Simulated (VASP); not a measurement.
# C in VASP: a series of runs, part 2 of 2

VASP 6.6.1.

**5. Single point, r2SCAN (biaxial strain in the a-b plane: +3.0 %, then relaxed in part)**

File POSCAR:

```
C
1.0
    2.5294824224      0.0000000000      0.0000000000
   -1.2647412112      2.1905960362      0.0000000000
    0.0000000000      0.0000000000      7.0997050369
C
4
Direct
    0.0000000000      0.0000000000      0.2500000000
    0.0000000000      0.0000000000      0.7500000000
    0.3333333333      0.6666666667      0.2500000000
    0.6666666667      0.3333333333      0.7500000000
```

File INCAR.step1:

```
SYSTEM = C
PREC     = Accurate       ! precision mode
ENCUT    = 520            ! plane-wave cutoff, eV
ISMEAR   = 0              ! smearing method
SIGMA    = 0.1            ! smearing width, eV
LREAL    = .FALSE.        ! projectors in reciprocal space
LASPH    = .TRUE.         ! aspherical terms in the spheres
NELM     = 60             ! most SCF steps
NBANDS   = 16             ! bands
GGA      = PE             ! functional
ALGO     = Normal         ! electronic algorithm
EDIFF    = 1E-4           ! SCF threshold, eV
LWAVE    = .TRUE.         ! write WAVECAR
LCHARG   = .FALSE.        ! write CHGCAR
```

File INCAR.step2:

```
SYSTEM = C
PREC     = Accurate       ! precision mode
ENCUT    = 520            ! plane-wave cutoff, eV
EDIFF    = 1E-7           ! SCF threshold, eV
ISMEAR   = 0              ! smearing method
SIGMA    = 0.1            ! smearing width, eV
LREAL    = .FALSE.        ! projectors in reciprocal space
LASPH    = .TRUE.         ! aspherical terms in the spheres
NELM     = 60             ! most SCF steps
ALGO     = Normal         ! electronic algorithm
ISIF     = 2              ! what is computed and relaxed
LWAVE    = .FALSE.        ! write WAVECAR
LCHARG   = .FALSE.        ! write CHGCAR
METAGGA  = R2SCAN         ! meta-GGA
LMIXTAU  = .TRUE.       
NBANDS   = 16             ! bands
ISTART   = 1
```

File KPOINTS:

```
Automatic mesh
0
G
  24 24 8
  0 0 0
```

On the command line:

```bash
$ cat potpaw_PBE.64/C/POTCAR > POTCAR
$ cp INCAR.step1 INCAR
$ mpirun -np 1 vasp_std > vasp.out
$ cp INCAR.step2 INCAR
$ mpirun -np 1 vasp_std > vasp.out
```

Wall time 12 min (1 thread of Intel Xeon 8259CL, shared host); peak memory 0.26 GiB.

The run converged. Its results:

```
Free energy            : -39.5339 eV
Pressure               : -20.5 GPa
Band gap on the k mesh : zero (bands 8 and 9 overlap by 0.02 eV)
```

Stress tensor (GPa, compression positive):
```
-30.69   0.00   0.00
  0.00 -30.69   0.00
  0.00   0.00  -0.10
```

Levels at points of the mesh, in eV from the Fermi level:
```csv
k point,band 6,band 7,band 8,band 9,band 10,band 11
"(0.00, 0.00, 0.00)",-3.23,-3.21,-3.21,4.32,8.16,8.16
"(0.50, 0.00, 0.00)",-6.53,-2.66,-2.11,1.58,2.14,6.77
"(0.00, 0.00, 0.50)",-3.22,-3.22,-3.22,6.67,6.67,8.18
"(0.50, 0.00, 0.50)",-6.55,-2.35,-2.35,1.73,1.73,6.90
```

Caveat: the cell differs from its parent crystal (biaxial strain in the a-b plane: +3.0 %, then relaxed in part); the stress differs along the axes, from -31 to -0 GPa; the PAW data sets were made with another functional, which shifts forces and pressure a little.

**6. Single point, r2SCAN (shear of c along a, cell held: +1.5 %, then relaxed in part)**

File POSCAR:

```
C
1.0
    2.4558082585      0.0000000000      0.0000000000
   -1.2279041293      2.1267923387      0.0000000000
    0.1055463578      0.0000000000      7.0364238502
C
4
Direct
    0.0000000000      0.0000000000      0.2500000000
    0.0000000000      0.0000000000      0.7500000000
    0.3333333333      0.6666666667      0.2500000000
    0.6666666667      0.3333333333      0.7500000000
```

File INCAR.step1:

```
SYSTEM = C
ALGO = Normal
EDIFF = 1E-4
ENCUT = 520
GGA = PE
ISMEAR = 0
LASPH = .TRUE.
LCHARG = .FALSE.
LREAL = .FALSE.
LWAVE = .TRUE.
NBANDS = 16
NELM = 100
PREC = Accurate
SIGMA = 0.1
```

File INCAR.step2:

```
SYSTEM = C
ALGO = Normal
EDIFF = 1E-7
ENCUT = 520
ISIF = 2
ISMEAR = 0
ISTART = 1
LASPH = .TRUE.
LCHARG = .TRUE.
LELF = .TRUE.
LMIXTAU = .TRUE.
LREAL = .FALSE.
LVHAR = .TRUE.
LWAVE = .FALSE.
METAGGA = R2SCAN
NBANDS = 16
NELM = 100
PREC = Accurate
SIGMA = 0.1
```

File KPOINTS:

```
k-points
0
G
  24 24 8
  0 0 0
```

Potentials or basis: VASP PAW PBE potentials, release 64 (C).

On the command line:

```bash
$ cat potpaw_PBE.64/C/POTCAR > POTCAR
$ cp INCAR.step1 INCAR
$ mpirun -np 1 vasp_std > vasp.out
$ cp INCAR.step2 INCAR
$ mpirun -np 1 vasp_std > vasp.out
```

It took 50 min on 1 thread of Oxide Virtual Turin-like, shared host; peak memory 0.53 GiB.

The run converged. Its results:

```yaml
Free_energy: -39.7525 eV
Pressure: 0.7 GPa
Band_gap_on_the_k_mesh: zero (filled and empty bands touch)
```

Stress tensor (GPa, compression positive):
```
 1.04  0.00 -0.03
 0.00  1.04  0.00
-0.03  0.00 -0.04
```

Levels at points of the mesh, in eV from the Fermi level:
| k point | band 6 | band 7 | band 8 | band 9 | band 10 | band 11 |
| --- | --- | --- | --- | --- | --- | --- |
| (0.00, 0.00, 0.00) | -3.21 | -3.20 | -3.20 | 4.03 | 8.72 | 8.72 |
| (0.50, 0.00, 0.00) | -6.80 | -2.84 | -2.29 | 1.61 | 2.21 | 7.64 |
| (0.00, 0.50, 0.00) | -6.80 | -2.84 | -2.29 | 1.61 | 2.22 | 7.64 |
| (0.00, 0.00, 0.50) | -3.20 | -3.20 | -3.20 | 6.44 | 6.44 | 8.74 |
| (0.50, 0.00, 0.50) | -6.82 | -2.56 | -2.49 | 1.74 | 1.82 | 7.78 |
| (0.00, 0.50, 0.50) | -6.82 | -2.53 | -2.53 | 1.78 | 1.78 | 7.78 |

Caveat: the cell differs from its parent crystal (shear of c along a, cell held: +1.5 %, then relaxed in part); the PAW data sets were made with another functional, which shifts forces and pressure a little.

**7. The runs side by side**

```csv
cell,gap on the mesh (eV),pressure (GPa)
"a = 2.493, b = 2.493, c = 7.080 Å, angles 90.0, 90.0, 120.0°, 4 atoms",none,-10.7
"a = 2.529, b = 2.529, c = 6.910 Å, angles 90.0, 90.0, 120.0°, 4 atoms",none,-20.9
"a = 2.566, b = 2.566, c = 6.846 Å, angles 90.0, 90.0, 120.0°, 4 atoms",none,-29.7
"a = 2.529, b = 2.529, c = 7.100 Å, angles 90.0, 90.0, 120.0°, 4 atoms",none,-20.5
"a = 2.456, b = 2.456, c = 7.037 Å, angles 90.4, 89.1, 120.0°, 4 atoms",none,0.7
```

Alike in all rows: task single point; level r2SCAN; potentials or basis VASP PAW PBE potentials, release 64 (C); no spin polarisation; k mesh 24 × 24 × 8; cutoff (eV) 520; smearing gaussian 0.1 eV.

Caveats: the PAW data sets were made with another functional, which shifts forces and pressure a little; the stress differs along the axes, from -16 to -0 GPa (at least some runs); the stress differs along the axes, from -32 to 1 GPa (at least some runs); the stress differs along the axes, from -45 to 1 GPa (at least some runs); the stress differs along the axes, from -31 to -0 GPa (at least some runs).

Absolute energies hang on the potentials; compare differences alone.
